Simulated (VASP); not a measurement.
A run of VASP 6.6.1 is set up as follows.

Contents of INCAR:

```
SYSTEM = Rb
ALGO = Normal
EDIFF = 1E-6
ENCUT = 520
GGA = PS
ISIF = 2
ISMEAR = -1
LASPH = .TRUE.
LCHARG = .TRUE.
LELF = .TRUE.
LREAL = .FALSE.
LVHAR = .TRUE.
LWAVE = .FALSE.
NBANDS = 16
NELM = 60
PREC = Accurate
SIGMA = 0.05
```

KPOINTS

```
k-points
0
G
  10 10 6
  0 0 0
```

POSCAR

```
Rb
1.0
    4.9889308329      0.0000000000      0.0000000000
   -2.4944654164      4.3205408390      0.0000000000
    0.0000000000      0.0000000000      8.0820679492
Rb
2
Direct
    0.3333333333      0.6666666667      0.2500000000
    0.6666666667      0.3333333333      0.7500000000
```

Potentials or basis: VASP PAW PBE potentials, release 64 (Rb_sv).

The run is started by

```sh
$ cat potpaw_PBE.64/Rb_sv/POTCAR > POTCAR
$ mpirun -np 1 vasp_std > vasp.out
```

What does it give for the band gap on the k mesh?

Zero (bands 9 and 10 overlap by 2.12 eV).

What does it give for the pressure?

0.0 GPa.

Caveat: the PAW data sets were made with another functional, which shifts forces and pressure a little.
